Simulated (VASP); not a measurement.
# CsSnI3 (Pm-3m) in VASP: a series of runs, part 2 of 2

VASP 6.6.1. The steps go on from the part before.

### 5 Single point, LDA (volume scaled by 0.96)

INCAR

```
ALGO = Normal ; EDIFF = 1E-7
ENCUT = 520 ; ISIF = 2
ISMEAR = -1 ; LASPH = T
LCHARG = T ; LELF = T
LREAL = F ; LVHAR = T
LWAVE = F ; NBANDS = 30
NELM = 80 ; PREC = Accurate
SIGMA = 0.05
```

KPOINTS

```
k-points
0
Gamma
  5 5 5
```

POSCAR

```
CsSnI3
1.0
    6.1218289079      0.0000000000      0.0000000000
    0.0000000000      6.1218289079      0.0000000000
    0.0000000000      0.0000000000      6.1218289079
Cs I Sn
1 3 1
Direct
    0.0000000000      0.0000000000      0.0000000000
    0.5000000000      0.5000000000      0.0000000000
    0.5000000000      0.0000000000      0.5000000000
    0.0000000000      0.5000000000      0.5000000000
    0.5000000000      0.5000000000      0.5000000000
```

Potentials or basis: VASP PAW LDA potentials, release 64 (Cs_sv, I, Sn_d).

On the command line:

```console
cat potpaw_LDA.64/Cs_sv/POTCAR potpaw_LDA.64/I/POTCAR potpaw_LDA.64/Sn_d/POTCAR > POTCAR
mpirun -np 1 vasp_std > vasp.out
```

OUTCAR:

```text
EDIFF = 1E-7
   ENCUT = 520
   ISIF = 2
   ISMEAR = -1
   LASPH = T
   LREAL = F
   NELM = 80
   PREC = Accurate

 ion  position               nearest neighbor table
   1  0.000  0.000  0.000-
   2  0.500  0.500  0.000-   5 3.06   5 3.06
   3  0.500  0.000  0.500-   5 3.06   5 3.06
   4  0.000  0.500  0.500-   5 3.06   5 3.06
   5  0.500  0.500  0.500-   2 3.06   3 3.06   4 3.06   2 3.06   3 3.06   4 3.06

  LATTYP: Found a simple cubic cell.
 ALAT       =     6.1218289079

  Lattice vectors:

 A1 = (   6.1218289079,   0.0000000000,   0.0000000000)
 A2 = (   0.0000000000,   6.1218289079,   0.0000000000)
 A3 = (   0.0000000000,   0.0000000000,   6.1218289079)

Analysis of symmetry for initial positions (statically):
=====================================================================
 Subroutine PRICEL returns:
 Original cell was already a primitive cell.

 Routine SETGRP: Setting up the symmetry group for a
 simple cubic supercell.

 Subroutine GETGRP returns: Found 48 space group operations
[... 155 lines left out ...]

 E-fermi :   2.9530     XC(G=0):  -8.0470

 val. band max:        2.1226679988   @ k =   0.4000   0.4000   0.4000
 cond. band min:       3.8184375289   @ k =   0.4000   0.4000   0.4000
 fundamental gap:      1.6957695301
 Fermi energy:         2.9529834685

 k-point     1 :       0.0000    0.0000    0.0000
  band No.  band energies     occupation
      1     -19.2046      2.00000
      2     -18.9438      2.00000
      3     -18.9438      2.00000
      4     -18.9125      2.00000
      5     -18.9125      2.00000
      6     -18.9125      2.00000
[... 319 lines left out ...]
     29       6.9470      0.00000
     30       7.9951      0.00000

------------------------ aborting loop because EDIFF is reached ----------------------------------------

  FORCE on cell =-STRESS in cart. coord.  units (eV):
  Direction    XX          YY          ZZ          XY          YZ          ZX
  --------------------------------------------------------------------------------------
  -------------------------------------------------------------------------------------
  Total       -1.3444368     -1.3444368     -1.3444368      0.0000000     -0.0000000      0.0000000
  in kB       -9.3887421     -9.3887421     -9.3887421      0.0000000     -0.0000000      0.0000000
  external PRESSURE =      -9.3887421 kB  Pullay stress =       0.0000000 kB

 VOLUME and BASIS-vectors are now :
 -----------------------------------------------------------------------------
  energy-cutoff  :      520.00
  volume of cell :      229.43
      direct lattice vectors                 reciprocal lattice vectors
     6.121828908  0.000000000  0.000000000     0.163349877  0.000000000  0.000000000
     0.000000000  6.121828908  0.000000000     0.000000000  0.163349877  0.000000000
     0.000000000  0.000000000  6.121828908     0.000000000  0.000000000  0.163349877

 POSITION                                       TOTAL-FORCE (eV/Angst)
 -----------------------------------------------------------------------------------
      0.00000      0.00000      0.00000         0.000000      0.000000      0.000000
      3.06091      3.06091      0.00000         0.000000      0.000000      0.000000
      3.06091      0.00000      3.06091         0.000000      0.000000      0.000000
      0.00000      3.06091      3.06091         0.000000      0.000000      0.000000
      3.06091      3.06091      3.06091         0.000000      0.000000      0.000000
 -----------------------------------------------------------------------------------
    total drift:                                0.000000     -0.000000     -0.000000

  FREE ENERGIE OF THE ION-ELECTRON SYSTEM (eV)
  ---------------------------------------------------
  free  energy   TOTEN  =       -16.1179343693 eV

  energy  without entropy=      -16.1179343550  energy(sigma->0) =      -16.11793436
```

Wall time 46 s (1 thread of Intel Xeon 6975P-C (Granite Rapids), shared host); peak memory 0.29 GiB.

What came out:

- Free energy: -16.1179 eV
- Pressure: -0.9 GPa
- Band gap on the k mesh: 1.70 eV, direct

Caveat: spin-orbit coupling is left out, which moves the levels of the heavy elements.

### 6 Single point, LDA (volume scaled by 0.98)

INCAR

```
SYSTEM = CsSnI3
  PREC = Accurate
  ENCUT = 520
  EDIFF = 1E-7
  ISMEAR = -1
  SIGMA = 0.05
  LREAL = .False.
  LASPH = .True.
  NELM = 100
  ALGO = Normal
  ISIF = 2
  LWAVE = .False.
  LCHARG = .False.
  NBANDS = 30
```

KPOINTS

```
Automatic mesh
0
Gamma
  5 5 5
  0 0 0
```

Changes to POSCAR since step 5:

```diff
@@ -2,5 +2,5 @@
 1.0
-    6.1218289079      0.0000000000      0.0000000000
-    0.0000000000      6.1218289079      0.0000000000
-    0.0000000000      0.0000000000      6.1218289079
+    6.1640497518      0.0000000000      0.0000000000
+    0.0000000000      6.1640497518      0.0000000000
+    0.0000000000      0.0000000000      6.1640497518
 Cs I Sn
```

Potentials or basis: VASP PAW LDA potentials, release 64 (Cs_sv, I, Sn_d).

On the command line:

```console
cat potpaw_LDA.64/Cs_sv/POTCAR potpaw_LDA.64/I/POTCAR potpaw_LDA.64/Sn_d/POTCAR > POTCAR
mpirun -np 1 vasp_std > vasp.out
```

OUTCAR:

```text
SYSTEM = CsSnI3
   PREC = Accurate
   ENCUT = 520
   EDIFF = 1E-7
   ISMEAR = -1
   LREAL = .False.
   LASPH = .True.
   NELM = 100
   ISIF = 2

 ion  position               nearest neighbor table
   1  0.000  0.000  0.000-
   2  0.500  0.500  0.000-   5 3.08   5 3.08
   3  0.500  0.000  0.500-   5 3.08   5 3.08
   4  0.000  0.500  0.500-   5 3.08   5 3.08
   5  0.500  0.500  0.500-   2 3.08   3 3.08   4 3.08   2 3.08   3 3.08   4 3.08

  LATTYP: Found a simple cubic cell.
 ALAT       =     6.1640497518

  Lattice vectors:

 A1 = (   6.1640497518,   0.0000000000,   0.0000000000)
 A2 = (   0.0000000000,   6.1640497518,   0.0000000000)
 A3 = (   0.0000000000,   0.0000000000,   6.1640497518)

Analysis of symmetry for initial positions (statically):
=====================================================================
 Subroutine PRICEL returns:
 Original cell was already a primitive cell.

 Routine SETGRP: Setting up the symmetry group for a
 simple cubic supercell.

 Subroutine GETGRP returns: Found 48 space group operations
 (whereof 48 operations were pure point group operations)
 out of a pool of 48 trial point group operations.

The static configuration has the point symmetry O_h .

Analysis of symmetry for dynamics (positions and initial velocities):
=====================================================================
 Subroutine PRICEL returns:
 Original cell was already a primitive cell.

 Routine SETGRP: Setting up the symmetry group for a
 simple cubic supercell.

 Subroutine GETGRP returns: Found 48 space group operations
 (whereof 48 operations were pure point group operations)
 out of a pool of 48 trial point group operations.

The dynamic configuration has the point symmetry O_h .

 Subroutine INISYM returns: Found 48 space group operations
 (whereof 48 operations are pure point group operations),
 and found     1 'primitive' translations

----------------------------------------------------------------------------------------

                                     Primitive cell

  volume of cell :     234.2062

  direct lattice vectors                    reciprocal lattice vectors
     6.164049752  0.000000000  0.000000000     0.162231007  0.000000000  0.000000000
     0.000000000  6.164049752  0.000000000     0.000000000  0.162231007  0.000000000
     0.000000000  0.000000000  6.164049752     0.000000000  0.000000000  0.162231007

  length of vectors
     6.164049752  6.164049752  6.164049752     0.162231007  0.162231007  0.162231007

  position of ions in fractional coordinates (direct lattice)
     0.000000000  0.000000000  0.000000000
     0.500000000  0.500000000  0.000000000
     0.500000000  0.000000000  0.500000000
     0.000000000  0.500000000  0.500000000
     0.500000000  0.500000000  0.500000000

  ion indices of the primitive-cell ions
   primitive index   ion index
                 1           1
                 2           2
                 3           3
                 4           4
                 5           5

----------------------------------------------------------------------------------------

 KPOINTS: Automatic mesh

Automatic generation of k-mesh.
 Grid dimensions read from file:
 generate k-points for:    5    5    5

 Generating k-lattice:

  Cartesian coordinates                     Fractional coordinates (reciprocal lattice)
     0.032446201  0.000000000  0.000000000     0.200000000  0.000000000  0.000000000
     0.000000000  0.032446201  0.000000000     0.000000000  0.200000000  0.000000000
     0.000000000  0.000000000  0.032446201     0.000000000  0.000000000  0.200000000

  Length of vectors
     0.032446201  0.032446201  0.032446201

  Shift w.r.t. Gamma in fractional coordinates (k-lattice)
     0.000000000  0.000000000  0.000000000

 Subroutine IBZKPT returns following result:
 ===========================================

 Found     10 irreducible k-points:

 Following reciprocal coordinates:
            Coordinates               Weight
  0.000000  0.000000  0.000000      1.000000
  0.200000  0.000000  0.000000      6.000000
  0.400000  0.000000  0.000000      6.000000
  0.200000  0.200000  0.000000     12.000000
  0.400000  0.200000  0.000000     24.000000
  0.400000  0.400000  0.000000     12.000000
  0.200000  0.200000  0.200000      8.000000
  0.400000  0.200000  0.200000     24.000000
  0.400000  0.400000  0.200000     24.000000
  0.400000  0.400000  0.400000      8.000000
   k-points           NKPTS =     10   k-points in BZ     NKDIM =     10   number of bands    NBANDS=     30
   number of dos      NEDOS =    301   number of ions     NIONS =      5
   total plane-waves  NPLWV = 110592
   dimension x,y,z NGX =    48 NGY =   48 NGZ =   48
   dimension x,y,z NGXF=    96 NGYF=   96 NGZF=   96
   ions per type =               1   3   1
   NGX,Y,Z   is equivalent  to a cutoff of  12.95, 12.95, 12.95 a.u.
   NGXF,Y,Z  is equivalent  to a cutoff of  25.89, 25.89, 25.89 a.u.
 SYSTEM =  CsSnI3
   PREC   = accura    normal or accurate (medium, high low for compatibility)
   ISTART =      0    job   : 0-new  1-cont  2-samecut
   ICHARG =      2    charge: 1-file 2-atom 10-const
   ISPIN  =      1    spin polarized calculation?
   LNONCOLLINEAR =      F non collinear calculations
   LSORBIT =      F    spin-orbit coupling
   LASPH  =      T    aspherical Exc in radial PAW
   ENCUT  =  520.0 eV  38.22 Ry    6.18 a.u.  11.46 11.46 11.46*2*pi/ulx,y,z
   NELM   =    100;   NELMIN=  2; NELMDL= -5     # of ELM steps
   EDIFF  = 0.1E-06   stopping-criterion for ELM
   LREAL  =      F    real-space projection
   EDIFFG = 0.1E-05   stopping-criterion for IOM
   NSW    =      0    number of steps for IOM
   IBRION =     -1    ionic relax: 0-MD 1-quasi-New 2-CG
   NFREE  =      0    steps in history (QN), initial steepest desc. (CG)
   ISIF   =      2    stress and relaxation
   ISYM   =      2    0-nonsym 1-usesym 2-fastsym
   POTIM  = 0.5000    time-step for ionic-motion
   TEBEG  =    0.0;   TEEND  =   0.0 temperature during run
   PSTRESS=    0.0 pullay stress
   NELECT =      44.0000    total number of electrons
   NUPDOWN=      -1.0000    fix difference up-down
   EMIN   =  10.00;   EMAX   =-10.00  energy-range for DOS
   EFERMI =   0.00;   METHOD = LEGACY
   ISMEAR =    -1;   SIGMA  =   0.05  broadening in eV -4-tet -1-fermi 0-gaus
   EFERMI_NEDOS =   21; number of points for ismear=-14 and -15
   IALGO  =     38    algorithm
   IMIX   =      4    mixing-type and parameters
     AMIX     =   0.40;   BMIX     =  1.00
     AMIX_MAG =   1.60;   BMIX_MAG =  1.00
  volume/ion in A,a.u.               =      46.84       316.10
  Fermi-wavevector in a.u.,A,eV,Ry     =   0.937619  1.771842 11.961274  0.879129
  Thomas-Fermi vector in A             =   2.064748
   LORBIT       =      0    0 simple, 1 ext, 2 COOP (PROOUT), +10 PAW based schemes
   GGA     = CA    functional components
   LHFCALC =     F    Hartree Fock is set to
   AEXX    =    0.0000 exact exchange contribution
   IVDW    =     0    specifies the selected vdW correction
   LEPSILON=     F    determine dielectric tensor
   LRPA    =     F    only Hartree local field effects (RPA)
 non-spin polarized calculation
  energy-cutoff  :      520.00
  volume of cell :      234.21
 maximum number of plane-waves:      6355
 NGX is ok and might be reduce to    48
   NGX = 23   NGY = 23   NGZ = 23

 number of electron      43.9999997 magnetization

 Free energy of the ion-electron system (eV)
  ---------------------------------------------------
  ext. energy  EPLUGINS =         0.00000000
  ---------------------------------------------------
  free energy    TOTEN  =       -16.08528843 eV

  energy without entropy =      -16.08528842  energy(sigma->0) =      -16.08528843

 E-fermi :   2.7508     XC(G=0):  -7.9641

 val. band max:        1.9121417425   @ k =   0.4000   0.4000   0.4000
 cond. band min:       3.6252036346   @ k =   0.4000   0.4000   0.4000
 fundamental gap:      1.7130618921
 Fermi energy:         2.7508446868

 k-point     1 :       0.0000    0.0000    0.0000
  band No.  band energies     occupation
      1     -19.3776      2.00000
      2     -19.1342      2.00000
      3     -19.1342      2.00000
      4     -19.1062      2.00000
      5     -19.1062      2.00000
      6     -19.1062      2.00000
[... 319 lines left out ...]
     29       6.7890      0.00000
     30       7.8255      0.00000

------------------------ aborting loop because EDIFF is reached ----------------------------------------

  FORCE on cell =-STRESS in cart. coord.  units (eV):
  Direction    XX          YY          ZZ          XY          YZ          ZX
  --------------------------------------------------------------------------------------
  -------------------------------------------------------------------------------------
  Total       -1.8518027     -1.8518027     -1.8518027      0.0000000     -0.0000000      0.0000000
  in kB      -12.6679662    -12.6679662    -12.6679662      0.0000000     -0.0000000      0.0000000
  external PRESSURE =     -12.6679662 kB  Pullay stress =       0.0000000 kB

 VOLUME and BASIS-vectors are now :
 -----------------------------------------------------------------------------
  energy-cutoff  :      520.00
  volume of cell :      234.21
      direct lattice vectors                 reciprocal lattice vectors
     6.164049752  0.000000000  0.000000000     0.162231007  0.000000000  0.000000000
     0.000000000  6.164049752  0.000000000     0.000000000  0.162231007  0.000000000
     0.000000000  0.000000000  6.164049752     0.000000000  0.000000000  0.162231007

 POSITION                                       TOTAL-FORCE (eV/Angst)
 -----------------------------------------------------------------------------------
      0.00000      0.00000      0.00000         0.000000      0.000000      0.000000
      3.08202      3.08202      0.00000         0.000000      0.000000      0.000000
      3.08202      0.00000      3.08202         0.000000      0.000000      0.000000
      0.00000      3.08202      3.08202         0.000000      0.000000      0.000000
      3.08202      3.08202      3.08202         0.000000      0.000000      0.000000
 -----------------------------------------------------------------------------------
    total drift:                                0.000000     -0.000000     -0.000000

  FREE ENERGIE OF THE ION-ELECTRON SYSTEM (eV)
  ---------------------------------------------------
  free  energy   TOTEN  =       -16.0852884336 eV

  energy  without entropy=      -16.0852884214  energy(sigma->0) =      -16.08528843
```

stdout:

```text
POSCAR found type information on POSCAR CsI Sn
 POSCAR found :  3 types and       5 ions
 scaLAPACK will be used
 LDA part: xc-table for (Slater(with rela. corr.)+CA(PZ))
 , standard interpolation
 POSCAR, INCAR and KPOINTS ok, starting setup
 FFT: planning ... GRIDC
 FFT: planning ... GRID_SOFT
 FFT: planning ... GRID
 WAVECAR not read
 entering main loop
```

It took 45 s on 1 thread of Intel Xeon 6975P-C (Granite Rapids), shared host; peak memory 0.29 GiB.

Results:

```
Free energy            : -16.0853 eV
Pressure               : -1.3 GPa
Band gap on the k mesh : 1.71 eV, direct
```

Caveat: spin-orbit coupling is left out, which moves the levels of the heavy elements.

### 7 Overview

```csv
level,potentials or basis,cell,gap on the mesh (eV),pressure (GPa)
PBE,"VASP PAW PBE potentials, release 64 (Cs_sv, I, Sn_d)","a = 6.287 Å, 5 atoms",1.79,-0.1
PBE,"VASP PAW PBE potentials, release 64 (Cs_sv, I, Sn_d)","a = 6.327 Å, 5 atoms",1.80,-0.4
LDA,"VASP PAW LDA potentials, release 64 (Cs_sv, I, Sn_d)","a = 6.079 Å, 5 atoms",1.68,-0.6
LDA,"VASP PAW LDA potentials, release 64 (Cs_sv, I, Sn_d)","a = 6.122 Å, 5 atoms",1.70,-0.9
LDA,"VASP PAW LDA potentials, release 64 (Cs_sv, I, Sn_d)","a = 6.164 Å, 5 atoms",1.71,-1.3
```

Alike in all rows: task single point; no spin polarisation; k mesh 5 × 5 × 5; cutoff (eV) 520; smearing fermi-dirac 0.05 eV.

Caveats: spin-orbit coupling is left out, which moves the levels of the heavy elements.

Total energies depend on the potentials used, so only differences within one code and one set of settings carry meaning.
